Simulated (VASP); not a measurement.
# ZnS (P6_3mc) in VASP: a series of runs, part 2 of 2

VASP 6.6.1. The steps go on from the part before.

**3. Single point, r2SCAN (biaxial strain in the a-b plane: +3.0 %, then relaxed in part)**

The input, POSCAR:

```
ZnS
1.0
    3.9207141578      0.0000000000      0.0000000000
   -1.9603570789      3.3954380616      0.0000000000
    0.0000000000      0.0000000000      6.1375398947
Zn S
2 2
Direct
    0.3333333333      0.6666666667     -0.0036703428
    0.6666666667      0.3333333333      0.4963296572
    0.3333333333      0.6666666667      0.3786703428
    0.6666666667      0.3333333333      0.8786703428
```

The input, INCAR.step1:

```
SYSTEM = ZnS
PREC = Accurate
ENCUT = 520
ISMEAR = 0
SIGMA = 0.02
LREAL = .FALSE.
LASPH = .TRUE.
NELM = 60
NBANDS = 26
GGA = PE
ALGO = Normal
EDIFF = 1E-4
LWAVE = .TRUE.
LCHARG = .FALSE.
```

The input, INCAR.step2:

```
SYSTEM = ZnS
PREC = Accurate
ENCUT = 520
EDIFF = 1E-6
ISMEAR = 0
SIGMA = 0.02
LREAL = .FALSE.
LASPH = .TRUE.
NELM = 60
ALGO = Normal
ISIF = 2
LWAVE = .FALSE.
LCHARG = .FALSE.
METAGGA = R2SCAN
LMIXTAU = .TRUE.
NBANDS = 26
ISTART = 1
```

The input, KPOINTS:

```
regular mesh
0
G
  6 6 4
  0 0 0
```

Potentials or basis: VASP PAW PBE potentials, release 64 (Zn, S).

Command:

```bash
$ cat potpaw_PBE.64/Zn/POTCAR potpaw_PBE.64/S/POTCAR > POTCAR
$ cp INCAR.step1 INCAR
$ mpirun -np 1 vasp_std > vasp.out
$ cp INCAR.step2 INCAR
$ mpirun -np 1 vasp_std > vasp.out
```

It took 100 s on 1 thread of Intel Xeon Platinum 8559C (Emerald Rapids), shared host; peak memory 0.22 GiB.

The run converged. Its results:

| Property | Result |
| --- | --- |
| Free energy | -37.6532 eV |
| Pressure | -2.9 GPa |
| Band gap on the k mesh | 2.56 eV |

Stress tensor (GPa, compression positive):
```
-4.34  0.00  0.00
 0.00 -4.34  0.00
 0.00  0.00  0.09
```

Levels at points of the mesh, in eV from the valence-band top:
```csv
k point,band 16,band 17,band 18,band 19,band 20,band 21
"(0.00, 0.00, 0.00)",-0.12,-0.12,0.00,2.56,3.07,6.56
"(0.50, 0.00, 0.00)",-2.36,-1.59,-0.93,3.78,4.67,5.66
"(0.00, 0.00, 0.50)",-0.61,-0.61,-0.61,3.72,3.72,7.01
"(0.50, 0.00, 0.50)",-1.70,-1.44,-1.44,3.99,3.99,5.68
```

Caveat: the cell differs from its parent crystal (biaxial strain in the a-b plane: +3.0 %, then relaxed in part); the PAW data sets were made with another functional, which shifts forces and pressure a little.

**4. Single point, r2SCAN (biaxial strain in the a-b plane: +3.0 %)**

The input, POSCAR:

```
ZnS
1.0
    3.9207141578      0.0000000000      0.0000000000
   -1.9603570789      3.3954380616      0.0000000000
    0.0000000000      0.0000000000      6.1323963815
Zn S
2 2
Direct
    0.3333333333      0.6666666667     -0.0023534089
    0.6666666667      0.3333333333      0.4976465911
    0.3333333333      0.6666666667      0.3773534089
    0.6666666667      0.3333333333      0.8773534089
```

The input, INCAR.step1:

```
SYSTEM = ZnS
PREC = Accurate
ENCUT = 520
ISMEAR = 0
SIGMA = 0.02
LREAL = .False.
LASPH = .True.
NELM = 60
NBANDS = 26
GGA = PE
ALGO = Normal
EDIFF = 1E-4
LWAVE = .True.
LCHARG = .False.
```

The input, INCAR.step2:

```
SYSTEM = ZnS
PREC = Accurate
ENCUT = 520
EDIFF = 1E-6
ISMEAR = 0
SIGMA = 0.02
LREAL = .False.
LASPH = .True.
NELM = 60
ALGO = Normal
ISIF = 2
LWAVE = .False.
LCHARG = .True.
METAGGA = R2SCAN
LMIXTAU = .True.
LELF = .True.
LVHAR = .True.
NBANDS = 26
ISTART = 1
```

The input, KPOINTS:

```
regular mesh
0
Gamma
  6 6 4
  0 0 0
```

Command:

```bash
$ cat potpaw_PBE.64/Zn/POTCAR potpaw_PBE.64/S/POTCAR > POTCAR
$ cp INCAR.step1 INCAR
$ mpirun -np 1 vasp_std > vasp.out
$ cp INCAR.step2 INCAR
$ mpirun -np 1 vasp_std > vasp.out
```

Run time: 93 s. Hardware: 1 thread of Intel Xeon Platinum 8559C (Emerald Rapids), shared host; peak memory 0.21 GiB.

Results (log left out):

| Item | Value |
| --- | --- |
| Free energy | -37.6517 eV |
| Pressure | -2.7 GPa |
| Largest force | 0.088 eV/Å |
| Band gap on the k mesh | 2.58 eV |

Forces in eV/Å, atoms in the order of the input:
```
Zn   0.000  0.000 -0.088
Zn   0.000  0.000 -0.088
S    0.000  0.000  0.088
S    0.000  0.000  0.088
```

Stress tensor (GPa, compression positive):
```
-4.46  0.00  0.00
 0.00 -4.46  0.00
 0.00  0.00  0.68
```

Levels at points of the mesh, in eV from the valence-band top:
```csv
k point,band 14,band 15,band 16,band 17,band 18,band 19,band 20,band 21,band 22,band 23
"(0.00, 0.00, 0.00)",-1.07,-1.07,-0.10,-0.10,0.00,2.58,3.10,6.58,6.58,7.59
"(0.50, 0.00, 0.00)",-3.97,-3.19,-2.35,-1.61,-0.89,3.80,4.69,5.67,7.33,8.16
"(0.00, 0.00, 0.50)",-2.68,-0.60,-0.60,-0.60,-0.60,3.74,3.74,7.03,7.03,7.03
"(0.50, 0.00, 0.50)",-4.79,-1.68,-1.68,-1.45,-1.45,3.99,3.99,5.72,5.72,9.33
```

Caveat: the cell differs from its parent crystal (biaxial strain in the a-b plane: +3.0 %); the stress differs along the axes, from -4 to 1 GPa; the PAW data sets were made with another functional, which shifts forces and pressure a little.

**5. Relaxation of cell and atoms, r2SCAN**

This run uses another cell than the first one, of 19.56 Å³/atom.

The input, POSCAR:

```
ZnS
1.0
    3.8057964671      0.0000000000      0.0000000000
   -1.9028982335      3.2959164221      0.0000000000
    0.0000000000      0.0000000000      6.2379816300
Zn S
2 2
Direct
    0.3333333300      0.6666666700      0.0001396800
    0.6666666700      0.3333333300      0.5001396800
    0.3333333300      0.6666666700      0.3748603200
    0.6666666700      0.3333333300      0.8748603200
```

The input, INCAR.step1:

```
SYSTEM = ZnS
PREC     = Accurate       ! precision mode
ENCUT    = 600            ! plane-wave cutoff, eV
ISMEAR   = 0              ! smearing method
SIGMA    = 0.02           ! smearing width, eV
LREAL    = .False.        ! projectors in reciprocal space
LASPH    = .True.         ! aspherical terms in the spheres
NELM     = 60             ! most SCF steps
GGA      = PE             ! functional
ALGO     = Normal         ! electronic algorithm
EDIFF    = 1E-4           ! SCF threshold, eV
LWAVE    = .True.         ! write WAVECAR
LCHARG   = .False.        ! write CHGCAR
```

The input, INCAR.step2:

```
SYSTEM = ZnS
PREC     = Accurate       ! precision mode
ENCUT    = 600            ! plane-wave cutoff, eV
EDIFF    = 1E-7           ! SCF threshold, eV
ISMEAR   = 0              ! smearing method
SIGMA    = 0.02           ! smearing width, eV
LREAL    = .False.        ! projectors in reciprocal space
LASPH    = .True.         ! aspherical terms in the spheres
NELM     = 60             ! most SCF steps
ALGO     = Normal         ! electronic algorithm
ISIF     = 3              ! what is computed and relaxed
LWAVE    = .False.        ! write WAVECAR
LCHARG   = .False.        ! write CHGCAR
METAGGA  = R2SCAN         ! meta-GGA
LMIXTAU  = .True.       
IBRION   = 2              ! ionic algorithm
NSW      = 100            ! ionic steps
EDIFFG   = -0.005         ! ionic threshold
ISTART   = 1
```

KPOINTS is that of step 4.

Command:

```bash
$ cat potpaw_PBE.64/Zn/POTCAR potpaw_PBE.64/S/POTCAR > POTCAR
$ cp INCAR.step1 INCAR
$ mpirun -np 1 vasp_std > vasp.out
$ cp INCAR.step2 INCAR
$ mpirun -np 1 vasp_std > vasp.out
```

It took 7.1 min on 1 thread of Intel Xeon Platinum 8559C (Emerald Rapids), shared host; peak memory 0.23 GiB.

The run converged. Its results:

```
Free energy                           : -37.7230 eV
Relaxed volume                        : 19.60 Å³/atom
Relaxed cell                          : a = 3.808 Å, b = 3.808 Å, c = 6.243 Å, α = 90.00°, β = 90.00°, γ = 120.00°
Space group after relaxing (to 0.1 Å) : P6_3mc (No. 186)
Energy gained by relaxing             : 0.0 meV/atom
Ionic steps                           : 6
Pressure after relaxing               : 0.0 GPa
Largest force after relaxing          : 0.005 eV/Å
Band gap on the k mesh                : 2.79 eV
```

Forces in eV/Å, atoms in the order of the input:
```
Zn   0.000  0.000  0.005
Zn   0.000  0.000  0.005
S    0.000  0.000 -0.005
S    0.000  0.000 -0.005
```

Final structure:
```cif
data_structure
_symmetry_space_group_name_H-M 'P 1'
_symmetry_Int_Tables_number 1
_cell_length_a 3.8078
_cell_length_b 3.8078
_cell_length_c 6.2434
_cell_angle_alpha 90.000
_cell_angle_beta 90.000
_cell_angle_gamma 120.000
_cell_volume 78.39
loop_
_atom_site_label
_atom_site_type_symbol
_atom_site_fract_x
_atom_site_fract_y
_atom_site_fract_z
_atom_site_occupancy
Zn1 Zn 0.33333 0.66667 0.00032 1
Zn2 Zn 0.66667 0.33333 0.50032 1
S1 S 0.33333 0.66667 0.37468 1
S2 S 0.66667 0.33333 0.87468 1
```

Levels at points of the mesh, in eV from the valence-band top:
```tsv
k point	band 15	band 16	band 17	band 18	band 19	band 20	band 21	band 22
(0.00, 0.00, 0.00)	-0.92	-0.08	0.00	0.00	2.79	3.61	6.80	6.80
(0.50, 0.00, 0.00)	-3.35	-2.31	-1.72	-0.91	4.04	4.78	5.45	7.37
(0.00, 0.00, 0.50)	-0.48	-0.48	-0.48	-0.48	4.11	4.11	7.26	7.26
(0.50, 0.00, 0.50)	-1.68	-1.68	-1.66	-1.66	3.96	3.96	5.66	5.66
```

Caveat: the PAW data sets were made with another functional, which shifts forces and pressure a little.

**6. The runs side by side**

```tsv
task	cell	cutoff (eV)	gap on the mesh (eV)	pressure (GPa)
single point	a = 3.883, b = 3.883, c = 6.173 Å, angles 90.0, 90.0, 120.0°, 4 atoms, atomic positions A	520	2.66	-1.9
single point	a = 3.921, b = 3.921, c = 6.138 Å, angles 90.0, 90.0, 120.0°, 4 atoms, atomic positions B	520	2.56	-2.9
single point	a = 3.921, b = 3.921, c = 6.132 Å, angles 90.0, 90.0, 120.0°, 4 atoms, atomic positions A	520	2.58	-2.7
relaxation of cell and atoms	relaxed from a = 3.806, b = 3.806, c = 6.238 Å, angles 90.0, 90.0, 120.0°, 4 atoms, atomic positions C	600	2.79	0.0
```

Alike in all rows: level r2SCAN; potentials or basis VASP PAW PBE potentials, release 64 (Zn, S); no spin polarisation; k mesh 6 × 6 × 4; smearing gaussian 0.02 eV.

Caveats: the PAW data sets were made with another functional, which shifts forces and pressure a little; the stress differs along the axes, from -4 to 1 GPa (at least some runs).

Absolute energies hang on the potentials; compare differences alone.
